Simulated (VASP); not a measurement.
Set up this calculation in VASP 6.6.1, as the native input.

- Task: single point
- Functional: LDA
- Potentials or basis: VASP PAW LDA potentials, release 64 (Ni)
- Cutoff: 520 eV
- k mesh: 18 × 18 × 18
- Occupations: fermi-dirac, width 0.05 eV
- Spin: collinear spin, ferromagnetic start
- Starting moments: [0.355] μB
- Dipole correction: no
- Further INCAR settings: ALGO = Normal; EDIFF = 1e-07; NBANDS = 15

The structure of Ni lies in POSCAR:

```
Ni
1.0
   -1.3240414707      1.3240414707      1.3240414707
    1.3240414707     -1.3240414707      1.3240414707
    1.3240414707      1.3240414707     -1.3240414707
Ni
1
Direct
    0.0000000000      0.0000000000      0.0000000000
```

This cell differs from its parent crystal: volume scaled by 0.92.

One way to write it, as run:

INCAR

```
PREC     = Accurate       # precision mode
ENCUT    = 520            # plane-wave cutoff, eV
EDIFF    = 1E-7           # SCF threshold, eV
ISMEAR   = -1             # smearing method
SIGMA    = 0.05           # smearing width, eV
LREAL    = False          # projectors in reciprocal space
LASPH    = True           # aspherical terms in the spheres
NELM     = 150            # most SCF steps
ALGO     = Normal         # electronic algorithm
ISIF     = 2              # what is computed and relaxed
LWAVE    = False          # write WAVECAR
LCHARG   = False          # write CHGCAR
ISPIN    = 2              # spin polarisation
MAGMOM   = 0.355          # initial moments
LORBIT   = 11             # projections on sites
LMAXMIX  = 4              # l up to which the mixer works
GGA      = CA             # functional
NBANDS   = 15             # bands
```

KPOINTS

```
regular mesh
0
Gamma
  18 18 18
```

Potentials or basis: VASP PAW LDA potentials, release 64 (Ni).

The run is started by

```sh
$ cat potpaw_LDA.64/Ni/POTCAR > POTCAR
$ mpirun -np 1 vasp_std > vasp.out
```

It gave:

| Quantity | Value |
| --- | --- |
| Pressure | 23.7 GPa |
| Band gap on the k mesh | zero (filled and empty bands overlap) |
| Net moment | 0.00 μB per cell |
| Valence electrons inside the program's atomic spheres | Ni 9.65 |

Run time: 110 s on 1 thread of Intel Xeon 8259CL (shared host), peak memory 0.15 GiB.
